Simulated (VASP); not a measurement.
Input of a VASP 6.6.1 run:

File INCAR:

```
SYSTEM = Si16C15
PREC     = Accurate       ! precision mode
ENCUT    = 520            ! plane-wave cutoff, eV
EDIFF    = 1E-7           ! SCF threshold, eV
ISMEAR   = 0              ! smearing method
SIGMA    = 0.02           ! smearing width, eV
LREAL    = Auto         
LASPH    = .True.         ! aspherical terms in the spheres
NELM     = 150            ! most SCF steps
ALGO     = Normal         ! electronic algorithm
ISIF     = 2              ! what is computed and relaxed
LWAVE    = .False.        ! write WAVECAR
LCHARG   = .False.        ! write CHGCAR
ISPIN    = 2              ! spin polarisation
MAGMOM   = 0.5 0 0 0 0.5 0 0 0.5 0.5 0 0 0 0 0 0 0 0 0 0 0 0 0 0 0 0 0 0 0 0 0 0 ! initial moments
LORBIT   = 11             ! projections on sites
GGA      = PE             ! functional
NBANDS   = 87             ! bands
```

File KPOINTS:

```
Automatic mesh
0
Gamma
  2 2 2
  0.5 0.5 0.5
```

POSCAR

```
Si16C15
1.0
   -4.3797259409     -4.3797259409      4.3797259409
    4.3797259409      4.3797259409      4.3797259409
   -4.3797259409      4.3797259409     -4.3797259409
Si C
16 15
Direct
   -0.0021733893      0.2476963503      0.0286224965
    0.2531563968      0.2524491223      0.7568570299
    0.0025406258      0.5029967165      0.7568297377
    0.4983745299      0.2547267065      0.5010238016
    0.2195949341      0.4694193132      0.4720647780
    0.0048364110      0.7482878264      0.5010049914
    0.7402580288      0.2516484678      0.2504301854
    0.5029954397      0.5314408698      0.2504589704
    0.2814683126      0.7529193826      0.2504125211
    0.0017392885     -0.0098536813      0.2504476967
    0.7542635394      0.4977370994     -0.0001224307
    0.4991974098      0.7490820852     -0.0110526587
    0.2477980663      0.0041372876     -0.0001516420
    0.7467524214      0.7460212537      0.7440184497
    0.4961290464     -0.0033832462      0.7440367127
    0.7606826990      0.0105525958      0.5118702025
    0.5071254692      0.5054147617     -0.0035786444
    0.2555003899      0.7569810372     -0.0035881387
    0.7504882795      0.5003699340      0.7504397567
    0.4876230714      0.7374755164      0.7255416985
    0.2504856327      0.0003747114      0.7504398009
   -0.0085684960      0.4952830046      0.5020135183
    0.7611641217      0.7594509802      0.5044873685
    0.5095344065      0.0109969699      0.5044650296
    0.2454288187      0.2413000202      0.5020240187
    0.0133977194      0.7383446262      0.2504417397
    0.7504571061      0.0003588881      0.2504459919
    0.4884359316      0.2633354278      0.2504348756
   -0.0061226754     -0.0102507944     -0.0011146516
    0.7398594590      0.2437420654     -0.0011255948
    0.0125412036      0.2623901205      0.7754398781
```

Potentials or basis: VASP PAW PBE potentials, release 64 (Si, C).

Command:

```bash
$ cat potpaw_PBE.64/Si/POTCAR potpaw_PBE.64/C/POTCAR > POTCAR
$ mpirun -np 1 vasp_std > vasp.out
```

(1) Estimate the largest force.

(2) Predict the band gap on the k mesh.

Answers

(1) 0.022 eV/Å.

(2) 0.77 eV.
